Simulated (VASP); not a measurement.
A run of VASP 6.6.1 is set up as follows.

Contents of INCAR:

```
SYSTEM = Sn
PREC = Accurate
ENCUT = 520
EDIFF = 1E-6
ISMEAR = -1
SIGMA = 0.1
LREAL = .FALSE.
LASPH = .TRUE.
NELM = 100
ALGO = Normal
ISIF = 2
LWAVE = .FALSE.
LCHARG = .FALSE.
GGA = PS
NBANDS = 21
```

Contents of KPOINTS:

```
Automatic mesh
0
G
  14 14 14
  0 0 0
```

The input POSCAR:

```
Sn
1.0
    0.0000000000      3.1354737916      3.1354737916
    3.1354737916      0.0000000000      3.1354737916
    3.1354737916      3.1354737916      0.0000000000
Sn
2
Direct
    0.5000000000      0.5000000000      0.5000000000
    0.7500000000      0.7500000000      0.7500000000
```

Potentials or basis: VASP PAW PBE potentials, release 64 (Sn_d).

Command:

```console
$ cat potpaw_PBE.64/Sn_d/POTCAR > POTCAR
$ mpirun -np 1 vasp_std > vasp.out
```

**Question.** Predict the pressure.

**Answer.** 7.0 GPa.

**Question.** Predict the band gap on the k mesh.

**Answer.** Zero (filled and empty bands touch).

Caveat: the cell stands under pressure; the PAW data sets were made with another functional, which shifts forces and pressure a little; spin-orbit coupling is left out, which moves the levels of the heavy elements.
